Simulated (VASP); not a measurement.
SrO: single point with r2SCAN

The system is SrO.

```xyz
2
Lattice="0.0000 2.6340 2.6340 2.6340 0.0000 2.6340 2.6340 2.6340 0.0000" Properties=species:S:1:pos:R:3 pbc="T T T"
Sr    0.0000    0.0000    0.0000
O     2.6340    2.6340    2.6340
```

This cell differs from its parent crystal: strain +0.025 along x and y, +0.025 along z.

* Program: VASP 6.6.1
* Task: single point
* Functional: r2SCAN
* Potentials or basis: VASP PAW PBE potentials, release 64 (Sr_sv, O)
* Cutoff: 520 eV
* k mesh: 8 × 8 × 8
* Occupations: gaussian, width 0.05 eV
* Spin: no spin polarisation

```json
{
 "Pressure": "-4.7 GPa",
 "Band gap on the k mesh": "3.77 eV, indirect (least direct gap 3.90 eV)"
}
```

Levels at points of the mesh, in eV from the valence-band top:
```tsv
k point	band 4	band 5	band 6	band 7	band 8	band 9	band 10	band 11	band 12	band 13
(0.00, 0.00, 0.00)	-14.84	-14.84	0.00	0.00	0.00	4.14	6.60	6.60	6.60	8.76
(0.50, 0.00, 0.00)	-14.90	-13.85	-1.98	-1.00	-1.00	6.79	8.48	9.06	9.06	11.98
(0.50, 0.50, 0.00)	-15.12	-15.12	-0.54	-0.13	-0.13	3.77	7.97	10.44	10.45	11.12
```

It took 2.9 min on 1 thread of AMD EPYC 7R13, with other jobs on the host, peak memory 0.14 GiB.

Caveat: the cell differs from its parent crystal (strain +0.025 along x and y, +0.025 along z); the PAW data sets were made with another functional, which shifts forces and pressure a little. A k mesh can miss the band edges.
